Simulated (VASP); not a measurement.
Here is a VASP 6.6.1 calculation.

The input INCAR:

```
  PREC = Accurate
  ENCUT = 500
  EDIFF = 1E-6
  ISMEAR = 0
  SIGMA = 0.01
  LREAL = False
  LASPH = True
  NELM = 120
  ALGO = Normal
  ISIF = 2
  LWAVE = False
  LCHARG = True
  GGA = PE
  LELF = True
  LVHAR = True
  NBANDS = 21
  GGA_COMPAT = False
```

KPOINTS

```
Automatic mesh
0
Gamma
  4 4 3
```

POSCAR

```
PbI2
1.0
    4.5550000000      0.0000000000      0.0000000000
   -2.2775000000      3.9447460000      0.0000000000
    0.0000000000      0.0000000000      6.9770000000
Pb I
1 2
Direct
    0.0000000000      0.0000000000      0.0000000000
    0.3333330000      0.6666670000      0.2650000000
    0.6666670000      0.3333330000      0.7350000000
```

Potentials or basis: VASP PAW PBE potentials, release 64 (Pb_d, I).

The run is started by

```sh
$ cat potpaw_PBE.64/Pb_d/POTCAR potpaw_PBE.64/I/POTCAR > POTCAR
$ mpirun -np 1 vasp_std > vasp.out
```

(1) Estimate the largest force.

(2) Estimate the pressure.

(3) Predict the band gap on the k mesh.

Results:

(1) 0.178 eV/Å.

(2) 1.8 GPa.

(3) 2.40 eV, direct.

Caveat: spin-orbit coupling is left out, which moves the levels of the heavy elements; this functional lacks dispersion, which binds the layers, so the pressure and a relaxed spacing across them are unreliable.
